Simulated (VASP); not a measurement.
# TaC in VASP: single point with r2SCAN

Aim: the single point of TaC with r2SCAN.

Program: VASP 6.6.1. These are calculated values, not measurements. Logs are shortened: lines on timing, memory, paths and dates and some standing lists are left out, and cuts for length are marked.

## 1. The cell of the first run

The cell holds a slab with vacuum, 14 atoms: a = 3.155 Å, b = 4.462 Å, c = 24.465 Å, α = 90.00°, β = 90.00°, γ = 90.00°.

## 2. Single point, r2SCAN

POSCAR reads:

```
TaC
1.0
    3.1550454472      0.0000000000      0.0000000000
    0.0000000000      4.4619080614      0.0000000000
    0.0000000000      0.0000000000     24.4651363417
Ta C
7 7
Direct
    0.5000000000      0.5000000000      0.3141012531
    0.0000000000      0.0000000000      0.3677441464
    0.5000000000      0.5000000000      0.4345128144
    0.0000000000      0.0000000000      0.5000000015
    0.5000000000      0.5000000000      0.5654871886
    0.0000000000      0.0000000000      0.6322558438
    0.5000000000      0.5000000000      0.6858987492
    0.5000000000      0.0000000000      0.3065691972
    0.0000000000      0.5000000000      0.3701078714
    0.5000000000      0.0000000000      0.4360271410
    0.0000000000      0.5000000000      0.5000000007
    0.5000000000      0.0000000000      0.5639728599
    0.0000000000      0.5000000000      0.6298921320
    0.5000000000      0.0000000000      0.6934308007
```

INCAR.step1 reads:

```
SYSTEM = TaC
  ALGO = Normal
  DIPOL = 0.5 0.5 0.500
  EDIFF = 1E-5
  ENCUT = 580
  GGA = PE
  GGA_COMPAT = .FALSE.
  IDIPOL = 3
  ISMEAR = 0
  KPAR = 4
  LASPH = .TRUE.
  LCHARG = .FALSE.
  LDIPOL = .TRUE.
  LREAL = .FALSE.
  LWAVE = .TRUE.
  NBANDS = 66
  NELM = 120
  NELMDL = -8
  PREC = Accurate
  SIGMA = 0.1
```

INCAR.step2 reads:

```
SYSTEM = TaC
  ALGO = Normal
  DIPOL = 0.5 0.5 0.500
  EDIFF = 1E-6
  ENCUT = 580
  GGA_COMPAT = .FALSE.
  IDIPOL = 3
  ISIF = 2
  ISMEAR = 0
  ISTART = 1
  KPAR = 4
  LASPH = .TRUE.
  LCHARG = .FALSE.
  LDIPOL = .TRUE.
  LMIXTAU = .TRUE.
  LREAL = .FALSE.
  LWAVE = .FALSE.
  METAGGA = R2SCAN
  NBANDS = 66
  NELM = 120
  PREC = Accurate
  SIGMA = 0.1
```

KPOINTS reads:

```
k-points
0
G
  11 8 1
  0 0 0
```

Potentials or basis: VASP PAW PBE potentials, release 64 (Ta_pv, C).

Run with:

```bash
$ cat potpaw_PBE.64/Ta_pv/POTCAR potpaw_PBE.64/C/POTCAR > POTCAR
$ cp INCAR.step1 INCAR
$ mpirun -np 4 vasp_std > vasp.out
$ cp INCAR.step2 INCAR
$ mpirun -np 4 vasp_std > vasp.out
```

OUTCAR:

```text
SYSTEM = TaC
   EDIFF = 1E-6
   ENCUT = 580
   ISIF = 2
   ISMEAR = 0
   ISTART = 1
   LASPH = .TRUE.
   LREAL = .FALSE.
   METAGGA = R2SCAN
   NELM = 120
   PREC = Accurate

 ion  position               nearest neighbor table
   1  0.500  0.500  0.314-   9 2.09   9 2.09   8 2.24   8 2.24   3 2.95   2 3.03   2 3.03   2 3.03
                             2 3.03
   2  0.000  0.000  0.368-   8 2.17   8 2.17   9 2.23   9 2.23  10 2.30  10 2.30   1 3.03   1 3.03
                             1 3.03   1 3.03   3 3.18   3 3.18   3 3.18   3 3.18   4 3.24
   3  0.500  0.500  0.435-   9 2.23   9 2.23  10 2.23  10 2.23  11 2.25  11 2.25   1 2.95   4 3.17
                             4 3.17   4 3.17   4 3.17   2 3.18   2 3.18   2 3.18   2 3.18   5 3.20
   4  0.000  0.000  0.500-  12 2.22  12 2.22  10 2.22  10 2.22  11 2.23  11 2.23   3 3.17   3 3.17
                             3 3.17   3 3.17   5 3.17   5 3.17   5 3.17   5 3.17   6 3.24   2 3.24
   5  0.500  0.500  0.565-  13 2.23  13 2.23  12 2.23  12 2.23  11 2.25  11 2.25   7 2.95   4 3.17
                             4 3.17   4 3.17   4 3.17   6 3.18   6 3.18   6 3.18   6 3.18   3 3.20
   6  0.000  0.000  0.632-  14 2.17  14 2.17  13 2.23  13 2.23  12 2.30  12 2.30   7 3.03   7 3.03
                             7 3.03   7 3.03   5 3.18   5 3.18   5 3.18   5 3.18   4 3.24
   7  0.500  0.500  0.686-  13 2.09  13 2.09  14 2.24  14 2.24   5 2.95   6 3.03   6 3.03   6 3.03
                             6 3.03
   8  0.500  0.000  0.307-   2 2.17   2 2.17   1 2.24   1 2.24
   9  0.000  0.500  0.370-   1 2.09   1 2.09   3 2.23   3 2.23   2 2.23   2 2.23
  10  0.500  0.000  0.436-   4 2.22   4 2.22   3 2.23   3 2.23   2 2.30   2 2.30
  11  0.000  0.500  0.500-   4 2.23   4 2.23   3 2.25   3 2.25   5 2.25   5 2.25
  12  0.500  0.000  0.564-   4 2.22   4 2.22   5 2.23   5 2.23   6 2.30   6 2.30
  13  0.000  0.500  0.630-   7 2.09   7 2.09   5 2.23   5 2.23   6 2.23   6 2.23
  14  0.500  0.000  0.693-   6 2.17   6 2.17   7 2.24   7 2.24

  LATTYP: Found a simple orthorhombic cell.
 ALAT       =     3.1550454472
 B/A-ratio  =     1.4142135624
 C/A-ratio  =     7.7542896770

  Lattice vectors:

 A1 = (   3.1550454472,   0.0000000000,   0.0000000000)
 A2 = (   0.0000000000,   4.4619080614,   0.0000000000)
 A3 = (   0.0000000000,   0.0000000000,  24.4651363417)

Analysis of symmetry for initial positions (statically):
=====================================================================
 Subroutine PRICEL returns:
 Original cell was already a primitive cell.

 Routine SETGRP: Setting up the symmetry group for a
 simple orthorhombic supercell.

 Subroutine GETGRP returns: Found  8 space group operations
 (whereof  8 operations were pure point group operations)
 out of a pool of  8 trial point group operations.

The static configuration has the point symmetry D_2h.

Analysis of symmetry for dynamics (positions and initial velocities):
=====================================================================
 Subroutine PRICEL returns:
 Original cell was already a primitive cell.

 Routine SETGRP: Setting up the symmetry group for a
 simple orthorhombic supercell.

 Subroutine GETGRP returns: Found  8 space group operations
 (whereof  8 operations were pure point group operations)
 out of a pool of  8 trial point group operations.

The dynamic configuration has the point symmetry D_2h.

 Subroutine INISYM returns: Found  8 space group operations
 (whereof  8 operations are pure point group operations),
 and found     1 'primitive' translations

----------------------------------------------------------------------------------------

                                     Primitive cell

  volume of cell :     344.4085

  direct lattice vectors                    reciprocal lattice vectors
     3.155045447  0.000000000  0.000000000     0.316952645  0.000000000  0.000000000
     0.000000000  4.461908061  0.000000000     0.000000000  0.224119365  0.000000000
     0.000000000  0.000000000 24.465136342     0.000000000  0.000000000  0.040874491

  length of vectors
     3.155045447  4.461908061 24.465136342     0.316952645  0.224119365  0.040874491

  position of ions in fractional coordinates (direct lattice)
     0.500000000  0.500000000  0.314101253
     0.000000000  0.000000000  0.367744146
[... 42 lines left out ...]
     0.000000000  0.028014921  0.000000000     0.000000000  0.125000000  0.000000000
     0.000000000  0.000000000  0.040874491     0.000000000  0.000000000  1.000000000

  Length of vectors
     0.028813877  0.028014921  0.040874491

  Shift w.r.t. Gamma in fractional coordinates (k-lattice)
     0.000000000  0.000000000  0.000000000

 Subroutine IBZKPT returns following result:
 ===========================================

 Found     30 irreducible k-points:

 Following reciprocal coordinates:
            Coordinates               Weight
  0.000000  0.000000  0.000000      1.000000
  0.090909  0.000000  0.000000      2.000000
  0.181818  0.000000  0.000000      2.000000
  0.272727  0.000000  0.000000      2.000000
  0.363636  0.000000  0.000000      2.000000
  0.454545  0.000000  0.000000      2.000000
[... 16 lines left out ...]
  0.363636  0.375000  0.000000      4.000000
  0.454545  0.375000  0.000000      4.000000
 [... further k-points ...]
   k-points           NKPTS =     30   k-points in BZ     NKDIM =     30   number of bands    NBANDS=     66
   number of dos      NEDOS =    301   number of ions     NIONS =     14
   total plane-waves  NPLWV = 193536
   dimension x,y,z NGX =    28 NGY =   36 NGZ =  192
   dimension x,y,z NGXF=    56 NGYF=   72 NGZF=  384
   ions per type =               7   7
   NGX,Y,Z   is equivalent  to a cutoff of  14.75, 13.41, 13.05 a.u.
   NGXF,Y,Z  is equivalent  to a cutoff of  29.51, 26.83, 26.09 a.u.
 SYSTEM =  TaC
   PREC   = accura    normal or accurate (medium, high low for compatibility)
   ISTART =      1    job   : 0-new  1-cont  2-samecut
   ICHARG =      0    charge: 1-file 2-atom 10-const
   ISPIN  =      1    spin polarized calculation?
   LNONCOLLINEAR =      F non collinear calculations
   LSORBIT =      F    spin-orbit coupling
   LASPH  =      T    aspherical Exc in radial PAW
   ENCUT  =  580.0 eV  42.63 Ry    6.53 a.u.   6.20  8.76 48.04*2*pi/ulx,y,z
   NELM   =    120;   NELMIN=  2; NELMDL=  0     # of ELM steps
   EDIFF  = 0.1E-05   stopping-criterion for ELM
   LREAL  =      F    real-space projection
[... 7 lines left out ...]
   TEBEG  =    0.0;   TEEND  =   0.0 temperature during run
   PSTRESS=    0.0 pullay stress
   NELECT =     105.0000    total number of electrons
   NUPDOWN=      -1.0000    fix difference up-down
   EMIN   =  10.00;   EMAX   =-10.00  energy-range for DOS
   EFERMI =   0.00;   METHOD = LEGACY
   ISMEAR =     0;   SIGMA  =   0.10  broadening in eV -4-tet -1-fermi 0-gaus
   EFERMI_NEDOS =   21; number of points for ismear=-14 and -15
   IALGO  =     38    algorithm
   IMIX   =      4    mixing-type and parameters
     AMIX     =   0.40;   BMIX     =  1.00
     AMIX_MAG =   1.60;   BMIX_MAG =  1.00
  volume/ion in A,a.u.               =      24.60       166.01
  Fermi-wavevector in a.u.,A,eV,Ry     =   1.101827  2.082151 16.517774  1.214022
  Thomas-Fermi vector in A             =   2.238260
   LORBIT       =      0    0 simple, 1 ext, 2 COOP (PROOUT), +10 PAW based schemes
   METAGGA = R2SCAN    functional components
   LHFCALC =     F    Hartree Fock is set to
   AEXX    =    0.0000 exact exchange contribution
   IVDW    =     0    specifies the selected vdW correction
   LEPSILON=     F    determine dielectric tensor
   LRPA    =     F    only Hartree local field effects (RPA)
 non-spin polarized calculation
 Gauss-broadening in eV      SIGMA  =   0.10
  energy-cutoff  :      580.00
  volume of cell :      344.41
 maximum number of plane-waves:     10964
 NGX is ok and might be reduce to    28
   NGX = 13   NGY = 17   NGZ = 97

 number of electron     105.0000001 magnetization

 dipolmoment           0.000000      0.000000      0.000000 electrons x Angstroem

 Free energy of the ion-electron system (eV)
  ---------------------------------------------------
  ext. energy  EPLUGINS =         0.00000000
  ---------------------------------------------------
  free energy    TOTEN  =      -413.07230779 eV

  energy without entropy =     -413.05367141  energy(sigma->0) =     -413.06298960

 E-fermi :   1.4455     XC(G=0):  -7.1574

 val. band max:        1.4432463837   @ k =   0.2727   0.0000   0.0000
 cond. band min:       1.4536531759   @ k =   0.0000   0.1250   0.0000
 fundamental gap:      0.0104067923
 Fermi energy:         1.4455206869

 k-point     1 :       0.0000    0.0000    0.0000
  band No.  band energies     occupation
      1     -35.4786      2.00000
      2     -35.3393      2.00000
      3     -35.3233      2.00000
      4     -35.2814      2.00000
      5     -35.1601      2.00000
      6     -35.1471      2.00000
[... 1597 lines left out ...]
     63       4.8279      0.00000
     64       4.9661      0.00000

 [... further k-points ...]

 [bands above 64 left out]

------------------------ aborting loop because EDIFF is reached ----------------------------------------

 vacuum level on the upper side and lower side of the slab       (xc-potential included)        -0.045        -0.045

  FORCE on cell =-STRESS in cart. coord.  units (eV):
  Direction    XX          YY          ZZ          XY          YZ          ZX
  --------------------------------------------------------------------------------------
  -------------------------------------------------------------------------------------
  Total        5.8194820    -11.7026598      0.8603115      0.0000000      0.0000000      0.0000000
  in kB       27.0720430    -54.4403972      4.0021416      0.0000000      0.0000000      0.0000000
  external PRESSURE =      -7.7887375 kB  Pullay stress =       0.0000000 kB

 VOLUME and BASIS-vectors are now :
 -----------------------------------------------------------------------------
  energy-cutoff  :      580.00
  volume of cell :      344.41
      direct lattice vectors                 reciprocal lattice vectors
     3.155045447  0.000000000  0.000000000     0.316952645  0.000000000  0.000000000
     0.000000000  4.461908061  0.000000000     0.000000000  0.224119365  0.000000000
     0.000000000  0.000000000 24.465136342     0.000000000  0.000000000  0.040874491

 POSITION                                       TOTAL-FORCE (eV/Angst)
 -----------------------------------------------------------------------------------
      1.57752      2.23095      7.68453         0.000000      0.000000     -0.070172
      0.00000      0.00000      8.99691         0.000000      0.000000     -0.006405
      1.57752      2.23095     10.63042         0.000000      0.000000     -0.009623
      0.00000      0.00000     12.23257         0.000000      0.000000      0.000000
      1.57752      2.23095     13.83472         0.000000      0.000000      0.009623
      0.00000      0.00000     15.46823         0.000000      0.000000      0.006405
      1.57752      2.23095     16.78061        -0.000000      0.000000      0.070172
      1.57752      0.00000      7.50026         0.000000      0.000000     -0.047520
      0.00000      2.23095      9.05474        -0.000000      0.000000      0.014165
      1.57752      0.00000     10.66746         0.000000      0.000000      0.011825
      0.00000      2.23095     12.23257         0.000000      0.000000      0.000000
      1.57752      0.00000     13.79767         0.000000      0.000000     -0.011825
      0.00000      2.23095     15.41040         0.000000      0.000000     -0.014165
      1.57752      0.00000     16.96488         0.000000     -0.000000      0.047520
 -----------------------------------------------------------------------------------
    total drift:                                0.000000      0.000000      0.000045

  FREE ENERGIE OF THE ION-ELECTRON SYSTEM (eV)
  ---------------------------------------------------
  free  energy   TOTEN  =      -413.0723077922 eV

  energy  without entropy=     -413.0536714083  energy(sigma->0) =     -413.06298960

 vacuum level on the upper side and lower side of the slab         5.409         5.409
```

Run time: 13 min. Hardware: 4 MPI ranks of AMD EPYC 9R45 (Zen 5), shared host; peak memory 0.88 GiB.

Results:

```yaml
Free_energy: -413.0723 eV
Largest_force: 0.070 eV/Å
Band_gap_on_the_k_mesh: zero (an odd number of electrons rules out a gap without spin polarisation)
```

Forces on the atoms (eV/Å):
```
Ta   0.000  0.000 -0.070
Ta   0.000  0.000 -0.006
Ta   0.000  0.000 -0.010
Ta   0.000  0.000  0.000
Ta   0.000  0.000  0.010
Ta   0.000  0.000  0.006
Ta   0.000  0.000  0.070
C    0.000  0.000 -0.048
C    0.000  0.000  0.014
C    0.000  0.000  0.012
C    0.000  0.000  0.000
C    0.000  0.000 -0.012
C    0.000  0.000 -0.014
C    0.000  0.000  0.048
```

Caveat: the PAW data sets were made with another functional, which shifts forces and pressure a little; spin-orbit coupling is left out, which moves the levels of the heavy elements; an odd number of electrons without spin polarisation forces a metal; a magnetic or distorted state may lie lower.
